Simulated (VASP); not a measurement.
Here is a VASP 6.6.1 calculation.

File INCAR:

```
PREC = Accurate
ENCUT = 520
EDIFF = 1E-7
ISMEAR = 0
SIGMA = 0.05
LREAL = False
LASPH = True
NELM = 80
ALGO = Normal
ISIF = 2
LWAVE = False
LCHARG = True
GGA = PS
LELF = True
LVHAR = True
NBANDS = 26
```

Contents of KPOINTS:

```
regular mesh
0
Gamma
  9 9 6
```

The input POSCAR:

```
ZnO
1.0
    3.1491219313      0.0000000000      0.0000000000
   -1.5745609656      2.7272195921      0.0000000000
    0.0000000000      0.0000000000      5.4898642628
Zn O
2 2
Direct
    0.3333333333      0.6666666667      0.0015754469
    0.6666666667      0.3333333333      0.5015754469
    0.3333333333      0.6666666667      0.3805245531
    0.6666666667      0.3333333333      0.8805245531
```

Potentials or basis: VASP PAW PBE potentials, release 64 (Zn, O).

Launch:

```sh
$ cat potpaw_PBE.64/Zn/POTCAR potpaw_PBE.64/O/POTCAR > POTCAR
$ mpirun -np 1 vasp_std > vasp.out
```

Question: Estimate the band gap on the k mesh.

Answer: 0.54 eV.

Question: What does it give for the pressure?

Answer: 2.1 GPa.

Question: What does it give for the largest force?

Answer: 0.542 eV/Å.

Forces in eV/Å, atoms in the order of the input:
```
Zn   0.000  0.000  0.542
Zn   0.000  0.000  0.542
O    0.000  0.000 -0.542
O    0.000  0.000 -0.542
```

Caveat: the PAW data sets were made with another functional, which shifts forces and pressure a little.
